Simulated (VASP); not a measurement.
Here is a VASP 6.6.1 calculation.

File POSCAR:

```
TiSi
1.0
    1.8161780000     -2.1176240000      0.0000000000
    1.8161780000      2.1176240000      0.0000000000
    0.0000000000      0.0000000000      3.9180520200
Ti Si
1 1
Direct
    0.5000000000      0.5000000000      0.0000000000
    0.0000000000      0.0000000000      0.5000000000
```

Contents of INCAR.step1:

```
PREC     = Accurate       # precision mode
ENCUT    = 520            # plane-wave cutoff, eV
ISMEAR   = 0              # smearing method
SIGMA    = 0.15           # smearing width, eV
LREAL    = F              # projectors in reciprocal space
LASPH    = T              # aspherical terms in the spheres
NELM     = 100            # most SCF steps
NBANDS   = 15             # bands
GGA      = PE             # functional
ALGO     = Normal         # electronic algorithm
EDIFF    = 1E-4           # SCF threshold, eV
LWAVE    = T              # write WAVECAR
LCHARG   = F              # write CHGCAR
```

The input INCAR.step2:

```
PREC     = Accurate       # precision mode
ENCUT    = 520            # plane-wave cutoff, eV
EDIFF    = 1E-6           # SCF threshold, eV
ISMEAR   = 0              # smearing method
SIGMA    = 0.15           # smearing width, eV
LREAL    = F              # projectors in reciprocal space
LASPH    = T              # aspherical terms in the spheres
NELM     = 100            # most SCF steps
ALGO     = Normal         # electronic algorithm
ISIF     = 2              # what is computed and relaxed
LWAVE    = F              # write WAVECAR
LCHARG   = F              # write CHGCAR
METAGGA  = R2SCAN         # meta-GGA
LMIXTAU  = T            
NBANDS   = 15             # bands
ISTART   = 1
```

KPOINTS

```
Automatic mesh
0
Gamma
  18 18 12
```

Potentials or basis: VASP PAW PBE potentials, release 64 (Ti_sv, Si).

Run with:

```sh
$ cat potpaw_PBE.64/Ti_sv/POTCAR potpaw_PBE.64/Si/POTCAR > POTCAR
$ cp INCAR.step1 INCAR
$ mpirun -np 1 vasp_std > vasp.out
$ cp INCAR.step2 INCAR
$ mpirun -np 1 vasp_std > vasp.out
```

Predict the band gap on the k mesh.

zero (bands 8 and 9 overlap by 1.67 eV).

Predict the pressure.

-5.8 GPa.

Stress tensor (GPa, compression positive):
```
-4.23  0.00  0.00
 0.00 -4.81  0.00
 0.00  0.00 -8.37
```

Caveat: the cell differs from its parent crystal (strain +0.000 along x and y, +0.030 along z); the cell stands under tension; the PAW data sets were made with another functional, which shifts forces and pressure a little.
